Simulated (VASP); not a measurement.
# Ti: single point with PBE

Crystal: Ti.

```
CELL_PARAMETERS angstrom
2.86480 0.00000 0.00000
-1.43240 2.48099 0.00000
0.00000 0.00000 4.53429
ATOMIC_POSITIONS crystal
Ti 0.33333 0.66667 0.25000
Ti 0.66667 0.33333 0.75000
```

- Program: VASP 6.6.1
- Task: single point
- Functional: PBE
- Potentials or basis: VASP PAW PBE potentials, release 64 (Ti_sv)
- Cutoff: 520 eV
- k mesh: 18 × 18 × 10
- Occupations: gaussian, width 0.15 eV
- Spin: no spin polarisation
- Dipole correction: no
- Further INCAR settings: ALGO = Fast; EDIFF = 1e-07; NBANDS = 19

* Pressure: 9.1 GPa
* Band gap on the k mesh: zero (bands 12 and 13 overlap by 1.13 eV)

Stress tensor (GPa, compression positive):
```
9.05 0.00 0.00
0.00 9.05 0.00
0.00 0.00 9.27
```

Levels at points of the mesh, in eV from the Fermi level:
| k point | band 9 | band 10 | band 11 | band 12 | band 13 | band 14 | band 15 | band 16 |
| --- | --- | --- | --- | --- | --- | --- | --- | --- |
| (0.00, 0.00, 0.00) | -6.38 | -2.88 | 0.81 | 0.81 | 0.95 | 1.00 | 1.37 | 1.37 |
| (0.50, 0.00, 0.00) | -2.45 | -2.39 | -2.05 | -0.55 | 0.49 | 0.70 | 1.29 | 3.66 |
| (0.00, 0.00, 0.50) | -4.42 | -4.42 | 0.09 | 0.09 | 0.71 | 0.71 | 0.71 | 0.71 |
| (0.50, 0.00, 0.50) | -2.75 | -2.75 | -0.91 | -0.91 | 1.54 | 1.54 | 1.87 | 1.87 |

It took 9 min on 1 thread of Intel(R) Xeon(R) Platinum 8259CL CPU @ 2.50GHz (Skylake/Cascade Lake), on a shared host, peak memory 0.24 GiB.

Caveat: the cell stands under pressure.
